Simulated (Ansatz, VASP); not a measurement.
# RbBr: VASP beside Ansatz

The input INCAR:

```
  PREC = Accurate
  ENCUT = 500
  EDIFF = 1E-6
  ISMEAR = 0
  SIGMA = 0.01
  LREAL = False
  LASPH = True
  NELM = 120
  ALGO = Normal
  ISIF = 2
  LWAVE = False
  LCHARG = False
  GGA = PS
  ISYM = 0
  NBANDS = 15
  GGA_COMPAT = False
```

File KPOINTS:

```
Automatic mesh
0
Gamma
  4 4 4
```

File POSCAR:

```
RbBr
1.0
    0.0000000000      3.8694968646      3.8694968646
    3.8694968646      0.0000000000      3.8694968646
    3.8694968646      3.8694968646      0.0000000000
Rb Br
1 1
Direct
    0.0000000000      0.0000000000      0.0000000000
    0.2500000000      0.2500000000      0.2500000000
```

Input for Ansatz:

```yaml
crystal:
  lattice:
    - [0.0, 3.8694968646, 3.8694968646]
    - [3.8694968646, 0.0, 3.8694968646]
    - [3.8694968646, 3.8694968646, 0.0]
  atoms:
    - { symbol: Rb, position: [0.0, 0.0, 0.0] }
    - { symbol: Br, position: [0.25, 0.25, 0.25] }
  symmetry: { detect: false }
kpoints:
  mp_grid: { grid: [4, 4, 4] }
hamiltonian:
  xc: pbesol
scf:
  occupations: { method: fixed }
  n_extra_bands: 4
output:
  forces: true
  stress: true
  eigenvalues: true
```

Alike in both runs: task single point; functional PBEsol; k mesh 4 × 4 × 4; no spin polarisation.

```csv
,VASP,Ansatz
version,VASP 6.6.1,Ansatz 0.2.0
potentials or method,"VASP PAW PBE potentials, release 64 (Rb_sv, Br)",plane waves
plane-wave cutoff (eV),500,420
occupations,"gaussian, width 0.01 eV",fixed
valence electrons in the cell,16,16
```

|  | VASP | Ansatz | Ansatz less VASP |
| --- | --- | --- | --- |
| gap on the k mesh at the Fermi level (eV) | 4.12 | 4.12 | +0.001 |
| pressure (GPa) | -0.3 | -0.3 | -0.01 |

VASP's potentials were made for PBE, not for PBEsol.
